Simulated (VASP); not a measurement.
# MgSnSb2 (P-4m2) in VASP: a series of runs

Aim: see how the results for MgSnSb2 move with the level of theory and the settings. Levels: r2SCAN, PBE. Tasks: single point.

Program: VASP 6.6.1. These are calculated values, not measurements. Logs are shortened: lines on timing, memory, paths and dates and some standing lists are left out, and cuts for length are marked.

**1. The cell of the first run**

The structure is tetragonal, space group P-4m2 (No. 115). Conventional cell: a = 4.554 Å, b = 4.554 Å, c = 6.489 Å, α = 90.00°, β = 90.00°, γ = 90.00°. Within 3.7 Å of Mg (site symmetry -4m2) lie 4 Sb at 2.77 Å. Sb (site symmetry 2mm) has 2 Mg at 2.77 Å and 2 Sn at 2.82 Å within 3.7 Å. Sn (site symmetry -4m2) has 4 Sb at 2.82 Å within 3.7 Å.

**2. Single point, r2SCAN (33.64 Å³/atom)**

POSCAR reads:

```
MgSnSb2
1.0
    4.5540079577      0.0000000000      0.0000000000
    0.0000000000      4.5540079577      0.0000000000
    0.0000000000      0.0000000000      6.4890193213
Mg Sb Sn
1 2 1
Direct
    0.0000000000      0.0000000000      0.0000000000
    0.0000000000      0.5000000000      0.2428810293
    0.5000000000      0.0000000000      0.7571189707
    0.5000000000      0.5000000000      0.5000000000
```

INCAR.step1 reads:

```
  PREC = Accurate
  ENCUT = 520
  ISMEAR = -1
  SIGMA = 0.02
  LREAL = False
  LASPH = True
  NELM = 60
  NBANDS = 21
  GGA = PE
  ALGO = Normal
  EDIFF = 1E-4
  LWAVE = True
  LCHARG = False
```

INCAR.step2 reads:

```
  PREC = Accurate
  ENCUT = 520
  EDIFF = 1E-7
  ISMEAR = -1
  SIGMA = 0.02
  LREAL = False
  LASPH = True
  NELM = 60
  ALGO = Normal
  ISIF = 2
  LWAVE = False
  LCHARG = False
  METAGGA = R2SCAN
  LMIXTAU = True
  NBANDS = 21
  ISTART = 1
```

KPOINTS reads:

```
Automatic mesh
0
Gamma
  4 4 4
```

Potentials or basis: VASP PAW PBE potentials, release 64 (Mg, Sb, Sn_d).

On the command line:

```bash
cat potpaw_PBE.64/Mg/POTCAR potpaw_PBE.64/Sb/POTCAR potpaw_PBE.64/Sn_d/POTCAR > POTCAR
cp INCAR.step1 INCAR
mpirun -np 1 vasp_std > vasp.out
cp INCAR.step2 INCAR
mpirun -np 1 vasp_std > vasp.out
```

OUTCAR:

```text
PREC = Accurate
   ENCUT = 520
   EDIFF = 1E-7
   ISMEAR = -1
   LREAL = False
   LASPH = True
   NELM = 60
   ISIF = 2
   METAGGA = R2SCAN
   ISTART = 1

 ion  position               nearest neighbor table
   1  0.000  0.000  0.000-   2 2.77   3 2.77   2 2.77   3 2.77
   2  0.000  0.500  0.243-   1 2.77   1 2.77   4 2.82   4 2.82
   3  0.500  0.000  0.757-   1 2.77   1 2.77   4 2.82   4 2.82
   4  0.500  0.500  0.500-   2 2.82   3 2.82   3 2.82   2 2.82

  LATTYP: Found a simple tetragonal cell.
 ALAT       =     4.5540079577
 C/A-ratio  =     1.4249029386

  Lattice vectors:

 A1 = (   4.5540079577,   0.0000000000,   0.0000000000)
 A2 = (   0.0000000000,   4.5540079577,   0.0000000000)
 A3 = (   0.0000000000,   0.0000000000,   6.4890193213)

Analysis of symmetry for initial positions (statically):
=====================================================================
 Subroutine PRICEL returns:
 Original cell was already a primitive cell.

 Routine SETGRP: Setting up the symmetry group for a
 simple tetragonal supercell.

 Subroutine GETGRP returns: Found  8 space group operations
 (whereof  8 operations were pure point group operations)
 out of a pool of 16 trial point group operations.

The static configuration has the point symmetry D_2d.

Analysis of symmetry for dynamics (positions and initial velocities):
=====================================================================
 Subroutine PRICEL returns:
 Original cell was already a primitive cell.

 Routine SETGRP: Setting up the symmetry group for a
 simple tetragonal supercell.

 Subroutine GETGRP returns: Found  8 space group operations
 (whereof  8 operations were pure point group operations)
 out of a pool of 16 trial point group operations.

The dynamic configuration has the point symmetry D_2d.

 Subroutine INISYM returns: Found  8 space group operations
 (whereof  8 operations are pure point group operations),
 and found     1 'primitive' translations

----------------------------------------------------------------------------------------

                                     Primitive cell

  volume of cell :     134.5757

  direct lattice vectors                    reciprocal lattice vectors
     4.554007958  0.000000000  0.000000000     0.219586792  0.000000000  0.000000000
     0.000000000  4.554007958  0.000000000     0.000000000  0.219586792  0.000000000
     0.000000000  0.000000000  6.489019321     0.000000000  0.000000000  0.154106491

  length of vectors
     4.554007958  4.554007958  6.489019321     0.219586792  0.219586792  0.154106491

  position of ions in fractional coordinates (direct lattice)
     0.000000000  0.000000000  0.000000000
     0.000000000  0.500000000  0.242881029
     0.500000000  0.000000000  0.757118971
     0.500000000  0.500000000  0.500000000

  ion indices of the primitive-cell ions
   primitive index   ion index
                 1           1
                 2           2
                 3           3
                 4           4

----------------------------------------------------------------------------------------

 KPOINTS: Automatic mesh

Automatic generation of k-mesh.
 Grid dimensions read from file:
 generate k-points for:    4    4    4

 Generating k-lattice:

  Cartesian coordinates                     Fractional coordinates (reciprocal lattice)
     0.054896698  0.000000000  0.000000000     0.250000000  0.000000000  0.000000000
     0.000000000  0.054896698  0.000000000     0.000000000  0.250000000  0.000000000
     0.000000000  0.000000000  0.038526623     0.000000000  0.000000000  0.250000000

  Length of vectors
     0.054896698  0.054896698  0.038526623

  Shift w.r.t. Gamma in fractional coordinates (k-lattice)
     0.000000000  0.000000000  0.000000000

 Subroutine IBZKPT returns following result:
 ===========================================

 Found     18 irreducible k-points:

 Following reciprocal coordinates:
            Coordinates               Weight
  0.000000  0.000000  0.000000      1.000000
  0.250000  0.000000  0.000000      4.000000
  0.500000  0.000000  0.000000      2.000000
  0.250000  0.250000  0.000000      4.000000
  0.500000  0.250000  0.000000      4.000000
  0.500000  0.500000  0.000000      1.000000
[... 10 lines left out ...]
  0.500000  0.250000  0.500000      4.000000
  0.500000  0.500000  0.500000      1.000000
   k-points           NKPTS =     18   k-points in BZ     NKDIM =     18   number of bands    NBANDS=     21
   number of dos      NEDOS =    301   number of ions     NIONS =      4
   total plane-waves  NPLWV =  62208
   dimension x,y,z NGX =    36 NGY =   36 NGZ =   48
   dimension x,y,z NGXF=    72 NGYF=   72 NGZF=   96
   ions per type =               1   2   1
   NGX,Y,Z   is equivalent  to a cutoff of  13.14, 13.14, 12.30 a.u.
   NGXF,Y,Z  is equivalent  to a cutoff of  26.28, 26.28, 24.59 a.u.
 SYSTEM =  unknown system
   PREC   = accura    normal or accurate (medium, high low for compatibility)
   ISTART =      1    job   : 0-new  1-cont  2-samecut
   ICHARG =      0    charge: 1-file 2-atom 10-const
   ISPIN  =      1    spin polarized calculation?
   LNONCOLLINEAR =      F non collinear calculations
   LSORBIT =      F    spin-orbit coupling
   LASPH  =      T    aspherical Exc in radial PAW
   ENCUT  =  520.0 eV  38.22 Ry    6.18 a.u.   8.47  8.47 12.07*2*pi/ulx,y,z
   NELM   =     60;   NELMIN=  2; NELMDL=  0     # of ELM steps
   EDIFF  = 0.1E-06   stopping-criterion for ELM
   LREAL  =      F    real-space projection
   EDIFFG = 0.1E-05   stopping-criterion for IOM
   NSW    =      0    number of steps for IOM
   IBRION =     -1    ionic relax: 0-MD 1-quasi-New 2-CG
   NFREE  =      0    steps in history (QN), initial steepest desc. (CG)
   ISIF   =      2    stress and relaxation
   ISYM   =      2    0-nonsym 1-usesym 2-fastsym
   POTIM  = 0.5000    time-step for ionic-motion
   TEBEG  =    0.0;   TEEND  =   0.0 temperature during run
   PSTRESS=    0.0 pullay stress
   NELECT =      26.0000    total number of electrons
   NUPDOWN=      -1.0000    fix difference up-down
   EMIN   =  10.00;   EMAX   =-10.00  energy-range for DOS
   EFERMI =   0.00;   METHOD = LEGACY
   ISMEAR =    -1;   SIGMA  =   0.02  broadening in eV -4-tet -1-fermi 0-gaus
   EFERMI_NEDOS =   21; number of points for ismear=-14 and -15
   IALGO  =     38    algorithm
   IMIX   =      4    mixing-type and parameters
     AMIX     =   0.40;   BMIX     =  1.00
     AMIX_MAG =   1.60;   BMIX_MAG =  1.00
  volume/ion in A,a.u.               =      33.64       227.04
  Fermi-wavevector in a.u.,A,eV,Ry     =   0.946405  1.788446 12.186502  0.895683
  Thomas-Fermi vector in A             =   2.074400
   LORBIT       =      0    0 simple, 1 ext, 2 COOP (PROOUT), +10 PAW based schemes
   METAGGA = R2SCAN    functional components
   LHFCALC =     F    Hartree Fock is set to
   AEXX    =    0.0000 exact exchange contribution
   IVDW    =     0    specifies the selected vdW correction
   LEPSILON=     F    determine dielectric tensor
   LRPA    =     F    only Hartree local field effects (RPA)
 non-spin polarized calculation
  energy-cutoff  :      520.00
  volume of cell :      134.58
 maximum number of plane-waves:      3660
 NGX is ok and might be reduce to    36
   NGX = 17   NGY = 17   NGZ = 25

 number of electron      26.0000013 magnetization

 Free energy of the ion-electron system (eV)
  ---------------------------------------------------
  ext. energy  EPLUGINS =         0.00000000
  ---------------------------------------------------
  free energy    TOTEN  =       -80.97101811 eV

  energy without entropy =      -80.96993149  energy(sigma->0) =      -80.97047480

 E-fermi :   4.0397     XC(G=0):  -8.8434

 val. band max:        4.0040485053   @ k =   0.0000   0.0000   0.0000
 cond. band min:       4.0718268869   @ k =   0.0000   0.0000   0.0000
 fundamental gap:      0.0677783816
 Fermi energy:         4.0397239553

 k-point     1 :       0.0000    0.0000    0.0000
  band No.  band energies     occupation
      1     -18.2921      2.00000
      2     -18.2921      2.00000
      3     -18.2899      2.00000
      4     -18.2655      2.00000
      5     -18.2326      2.00000
      6      -7.1351      2.00000
[... 13 lines left out ...]
     20      10.7224      0.00000
     21      12.1401      0.00000

 k-point     2 :       0.2500    0.0000    0.0000
  band No.  band energies     occupation
      1     -18.2970      2.00000
      2     -18.2919      2.00000
      3     -18.2840      2.00000
      4     -18.2644      2.00000
      5     -18.2337      2.00000
      6      -6.7879      2.00000
[... 13 lines left out ...]
     20      10.8358      0.00000
     21      11.3393      0.00000

 k-point     3 :       0.5000    0.0000    0.0000
  band No.  band energies     occupation
      1     -18.3003      2.00000
      2     -18.2917      2.00000
      3     -18.2804      2.00000
      4     -18.2626      2.00000
      5     -18.2348      2.00000
      6      -6.1996      2.00000
[... 13 lines left out ...]
     20      10.0658      0.00000
     21      10.1149      0.00000
[... 313 lines left out ...]
 k-point    17 :       0.5000    0.2500    0.5000
  band No.  band energies     occupation
      1     -18.3001      2.00000
      2     -18.2963      2.00000
      3     -18.2737      2.00000
      4     -18.2624      2.00000
      5     -18.2359      2.00000
      6      -5.7213      2.00000
[... 13 lines left out ...]
     20      10.2466      0.00000
     21      11.0784      0.00000

 k-point    18 :       0.5000    0.5000    0.5000
  band No.  band energies     occupation
      1     -18.2998      2.00000
      2     -18.2998      2.00000
      3     -18.2684      2.00000
      4     -18.2620      2.00000
      5     -18.2370      2.00000
      6      -4.9743      2.00000
[... 13 lines left out ...]
     20       9.8069      0.00000
     21       9.9332      0.00000

------------------------ aborting loop because EDIFF is reached ----------------------------------------

  FORCE on cell =-STRESS in cart. coord.  units (eV):
  Direction    XX          YY          ZZ          XY          YZ          ZX
  --------------------------------------------------------------------------------------
  -------------------------------------------------------------------------------------
  Total        1.3092582      1.3092582      1.0587230      0.0000000      0.0000000      0.0000000
  in kB       15.5872412     15.5872412     12.6045198      0.0000000      0.0000000      0.0000000
  external PRESSURE =      14.5930007 kB  Pullay stress =       0.0000000 kB

 VOLUME and BASIS-vectors are now :
 -----------------------------------------------------------------------------
  energy-cutoff  :      520.00
  volume of cell :      134.58
      direct lattice vectors                 reciprocal lattice vectors
     4.554007958  0.000000000  0.000000000     0.219586792  0.000000000  0.000000000
     0.000000000  4.554007958  0.000000000     0.000000000  0.219586792  0.000000000
     0.000000000  0.000000000  6.489019321     0.000000000  0.000000000  0.154106491

 POSITION                                       TOTAL-FORCE (eV/Angst)
 -----------------------------------------------------------------------------------
      0.00000      0.00000      0.00000         0.000000     -0.000000      0.000000
      0.00000      2.27700      1.57606         0.000000      0.000000     -0.067574
      2.27700      0.00000      4.91296         0.000000     -0.000000      0.067574
      2.27700      2.27700      3.24451        -0.000000     -0.000000      0.000000
 -----------------------------------------------------------------------------------
    total drift:                                0.000000      0.000000      0.000000

  FREE ENERGIE OF THE ION-ELECTRON SYSTEM (eV)
  ---------------------------------------------------
  free  energy   TOTEN  =       -80.9710181062 eV

  energy  without entropy=      -80.9699314938  energy(sigma->0) =      -80.97047480
```

It took 4.8 min on 1 thread of Intel Xeon 8259CL, shared host; peak memory 0.28 GiB.

Results:

| Property | Result |
| --- | --- |
| Free energy | -80.9710 eV |
| Pressure | 1.5 GPa |
| Largest force | 0.068 eV/Å |
| Band gap on the k mesh | 0.07 eV |

Forces on the atoms (eV/Å):
```
Mg   0.000  0.000  0.000
Sb   0.000  0.000 -0.068
Sb   0.000  0.000  0.068
Sn   0.000  0.000  0.000
```

Levels at points of the mesh, in eV from the valence-band top:
```csv
k point,band 9,band 10,band 11,band 12,band 13,band 14,band 15,band 16,band 17,band 18
"(0.00, 0.00, 0.00)",-2.40,-2.40,-0.35,0.00,0.00,0.07,1.30,3.04,3.21,3.21
"(0.50, 0.00, 0.00)",-3.02,-2.86,-2.82,-1.72,-0.43,1.41,3.77,3.82,4.09,5.16
"(0.50, 0.50, 0.00)",-3.55,-3.05,-2.33,-2.33,-1.39,0.60,1.53,1.53,3.10,7.63
"(0.00, 0.00, 0.50)",-2.41,-2.07,-2.07,-0.82,-0.82,1.31,1.32,3.60,4.05,4.62
"(0.50, 0.00, 0.50)",-4.29,-1.66,-1.43,-0.78,-0.39,0.09,2.76,3.16,3.61,4.38
"(0.50, 0.50, 0.50)",-3.62,-3.18,-2.74,-2.74,-2.19,2.92,3.85,3.85,4.28,4.78
```

Caveat: semilocal functionals underestimate gaps, and a narrow one can read as zero; the PAW data sets were made with another functional, which shifts forces and pressure a little; spin-orbit coupling is left out, which moves the levels of the heavy elements. A k mesh can miss the band edges.

(Part 1 of 2 ends here.)

The gap in the log of VASP goes by the Fermi energy; the results here count the filled bands.